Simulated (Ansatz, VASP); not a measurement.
MgS in VASP and in Ansatz

```
Mg S
1.0
     0.00000    2.60165    2.60165
     2.60165    0.00000    2.60165
     2.60165    2.60165    0.00000
Mg S
1 1
Direct
  0.00000 0.00000 0.00000
  0.50000 0.50000 0.50000
```

Alike in both runs: functional r2SCAN; k mesh 16 × 16 × 16; occupations fermi-dirac, width 0.1 eV; no spin polarisation.

Ansatz relaxed the structure, and its values are those at the end. VASP's run is a single point on that final structure, the one shown.

```csv
,VASP,Ansatz
version,VASP 6.6.1,Ansatz 0.2.0
potentials or method,"VASP PAW PBE potentials, release 64 (Mg, S)","PAW with Ansatz's default frozen-core files, scalar-relativistic"
plane-wave cutoff (eV),520,500
valence electrons in the cell,8,16
```

```csv
,VASP,Ansatz,Ansatz less VASP
pressure (GPa),-0.5,0.0,+0.47
```

VASP's potentials were made for PBE, not for r2SCAN. VASP's potentials hold 8 valence electrons a cell and Ansatz's 16, so a difference there can come from the potentials and not from the codes.
